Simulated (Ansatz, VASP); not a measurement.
Two plane-wave programs on CoSi2

The input INCAR:

```
SYSTEM = CoSi2
ALGO = Normal
EDIFF = 1E-6
ENCUT = 520
GGA = PS
ISIF = 2
ISMEAR = 0
LASPH = .True.
LCHARG = .True.
LELF = .True.
LREAL = .False.
LVHAR = .True.
LWAVE = .False.
NBANDS = 16
NELM = 80
PREC = Accurate
SIGMA = 0.1
```

The input KPOINTS:

```
k-points
0
Gamma
  14 14 14
  0 0 0
```

POSCAR

```
CoSi2
1.0
    0.0000000000      2.6780000000      2.6780000000
    2.6780000000      0.0000000000      2.6780000000
    2.6780000000      2.6780000000      0.0000000000
Co Si
1 2
Direct
    0.0000000000      0.0000000000      0.0000000000
    0.2500000000      0.2500000000      0.2500000000
    0.7500000000      0.7500000000      0.7500000000
```

Input for Ansatz:

```yaml
crystal:
  lattice:
    - [0.0, 2.678, 2.678]
    - [2.678, 0.0, 2.678]
    - [2.678, 2.678, 0.0]
  atoms:
    - { symbol: Co, position: [0.0, 0.0, 0.0] }
    - { symbol: Si, position: [0.25, 0.25, 0.25] }
    - { symbol: Si, position: [0.75, 0.75, 0.75] }
basis:
  ecutwfc: 420
kpoints:
  mp_grid: { grid: [14, 14, 14] }
hamiltonian:
  xc: pbesol
scf:
  occupations: { method: gaussian, width: 0.1 }
output:
  forces: true
  stress: true
  eigenvalues: true
  populations: true
```

Alike in both runs: task single point; functional PBEsol; k mesh 14 × 14 × 14; occupations gaussian, width 0.1 eV; no spin polarisation.

|  | VASP | Ansatz |
| --- | --- | --- |
| version | VASP 6.6.1 | Ansatz 0.2.0 |
| potentials or method | VASP PAW PBE potentials, release 64 (Co, Si), cutoff 520 eV | scalar-relativistic, plane waves, PAW |
| valence electrons in the cell | 17 | 25 |

```tsv
	VASP	Ansatz	Ansatz less VASP
gap on the k mesh at the Fermi level (eV)	none	none	-
pressure (GPa)	-4.5	-4.5	-0.03
```

VASP's potentials were made for PBE, not for PBEsol. A gap of «none» marks a metal or a gap that the smearing closes. With one functional, cell and mesh, what is left measures potentials, basis and numerics. VASP's potentials hold 17 valence electrons a cell and Ansatz's 25, so a difference there can come from the potentials and not from the codes.
